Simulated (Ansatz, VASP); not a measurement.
ScAlN2: VASP beside Ansatz

```
CELL_PARAMETERS angstrom
3.87304 0.00000 0.00000
-1.93652 3.35415 0.00000
0.00000 0.00000 4.35444
ATOMIC_POSITIONS crystal
Sc 0.00000 0.00000 0.50000
Al 0.00000 0.00000 0.00000
N 0.33333 0.66667 0.50000
N 0.66667 0.33333 0.50000
```

Alike in both runs: task relaxation of cell and atoms; functional PBE; k mesh 6 × 6 × 4; occupations gaussian, width 0.1 eV; no spin polarisation.

|  | VASP | Ansatz |
| --- | --- | --- |
| version | VASP 6.6.1 | Ansatz 0.2.0 |
| potentials or method | VASP PAW PBE potentials, release 64 (Sc_sv, Al, N), cutoff 600 eV | scalar-relativistic, plane waves, PAW |
| valence electrons in the cell | 24 | 24 |

VASP gave:

```
gap on the k mesh at the Fermi level, each at its own relaxed structure (eV) : none
relaxed volume (Å³/atom)                                                     : 17.70
relaxed cell length with the largest relative difference (Å)                 : 5.730
```

What did Ansatz give for the same quantities?

gap on the k mesh at the Fermi level, each at its own relaxed structure (eV): none; relaxed volume (Å³/atom): 18.99; relaxed cell length with the largest relative difference (Å): 6.310.

A gap of «none» marks a metal or a gap that the smearing closes. One of these differences is far larger than is usual between the two programs; its cause wasn't traced.

The k mesh is coarse, so the values compare programs but aren't converged. Noted on VASP's run: the volume moved by over 15 % at a fixed basis, so the end points are rough.
